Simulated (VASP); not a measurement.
Set up this calculation in VASP 6.6.1, as the native input.

```
Task                   : single point
Functional             : r2SCAN
Potentials or basis    : VASP PAW PBE potentials, release 64 (Au, Cu)
Cutoff                 : 520 eV
k mesh                 : 9 × 9 × 7
Occupations            : fermi-dirac, width 0.05 eV
Spin                   : no spin polarisation
Dipole correction      : no
Further INCAR settings : ALGO = Normal; EDIFF = 1e-07; NBANDS = 18
```

The system is CuAu.

```
Au Cu
1.0
     2.74150    0.00000    0.00000
     0.00000    2.74150    0.00000
     0.00000    0.00000    3.50655
Au Cu
1 1
Direct
  0.00000 0.00000 0.00000
  0.50000 0.50000 0.50000
```

The input as run:

POSCAR

```
CuAu
1.0
    2.7414951143      0.0000000000      0.0000000000
    0.0000000000      2.7414951143      0.0000000000
    0.0000000000      0.0000000000      3.5065479345
Au Cu
1 1
Direct
    0.0000000000      0.0000000000      0.0000000000
    0.5000000000      0.5000000000      0.5000000000
```

INCAR.step1

```
SYSTEM = CuAu
PREC     = Accurate       ! precision mode
ENCUT    = 520            ! plane-wave cutoff, eV
ISMEAR   = -1             ! smearing method
SIGMA    = 0.05           ! smearing width, eV
LREAL    = .False.        ! projectors in reciprocal space
LASPH    = .True.         ! aspherical terms in the spheres
NELM     = 80             ! most SCF steps
NBANDS   = 18             ! bands
GGA      = PE             ! functional
ALGO     = Normal         ! electronic algorithm
EDIFF    = 1E-4           ! SCF threshold, eV
LWAVE    = .True.         ! write WAVECAR
LCHARG   = .False.        ! write CHGCAR
```

INCAR.step2

```
SYSTEM = CuAu
PREC     = Accurate       ! precision mode
ENCUT    = 520            ! plane-wave cutoff, eV
EDIFF    = 1E-7           ! SCF threshold, eV
ISMEAR   = -1             ! smearing method
SIGMA    = 0.05           ! smearing width, eV
LREAL    = .False.        ! projectors in reciprocal space
LASPH    = .True.         ! aspherical terms in the spheres
NELM     = 80             ! most SCF steps
ALGO     = Normal         ! electronic algorithm
ISIF     = 2              ! what is computed and relaxed
LWAVE    = .False.        ! write WAVECAR
LCHARG   = .False.        ! write CHGCAR
METAGGA  = R2SCAN         ! meta-GGA
LMIXTAU  = .True.       
NBANDS   = 18             ! bands
ISTART   = 1
```

KPOINTS

```
regular mesh
0
Gamma
  9 9 7
  0 0 0
```

Potentials or basis: VASP PAW PBE potentials, release 64 (Au, Cu).

Launch:

```console
$ cat potpaw_PBE.64/Au/POTCAR potpaw_PBE.64/Cu/POTCAR > POTCAR
$ cp INCAR.step1 INCAR
$ mpirun -np 1 vasp_std > vasp.out
$ cp INCAR.step2 INCAR
$ mpirun -np 1 vasp_std > vasp.out
```

Results of the run:

```
Pressure               : 20.6 GPa
Band gap on the k mesh : zero (band 11 reaches 14.03 eV, above the bottom of band 12 at 7.82 eV)
```

Caveat: the PAW data sets were made with another functional, which shifts forces and pressure a little; spin-orbit coupling is left out, which moves the levels of the heavy elements.

Wall time 82 s on 1 thread of Intel(R) Xeon(R) 6975P-C (Granite Rapids), on a shared host, peak memory 0.15 GiB.
